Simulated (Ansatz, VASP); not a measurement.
**Al4B3P: VASP beside Ansatz**

```
Al B P
1.0
     4.56528    0.00000    0.00000
    -2.28264    3.95365    0.00000
     0.00000    0.00000    5.92992
Al B P
4 3 1
Direct
  0.33333 0.66667 0.27231
  0.33333 0.66667 0.72769
  0.66667 0.33333 0.72769
  0.66667 0.33333 0.27231
  0.78615 0.00000 0.50000
  0.00000 0.78615 0.50000
  0.21385 0.21385 0.50000
  0.00000 0.00000 0.00000
```

Alike in both runs: functional PBE; k mesh 4 × 4 × 3; occupations gaussian, width 0.2 eV; no spin polarisation.

Ansatz relaxed the structure, and its values are those at the end. VASP's run is a single point on that final structure, the one shown.

|  | VASP | Ansatz |
| --- | --- | --- |
| version | VASP 6.6.1 | Ansatz 0.2.0 |
| potentials or method | VASP PAW PBE potentials, release 64 (Al, B, P), cutoff 500 eV | scalar-relativistic, plane waves, PAW |
| valence electrons in the cell | 26 | 26 |

|  | VASP | Ansatz | Ansatz less VASP |
| --- | --- | --- | --- |
| gap on the k mesh at the Fermi level (eV) | none | none | - |
| pressure (GPa) | -0.2 | -0.2 | +0.01 |
| rms of the force components (eV/Å) | 0.023 | 0.026 | +0.0038 |

A gap of «none» marks a metal or a gap that the smearing closes.

The k mesh is coarse, so the values compare programs but aren't converged.
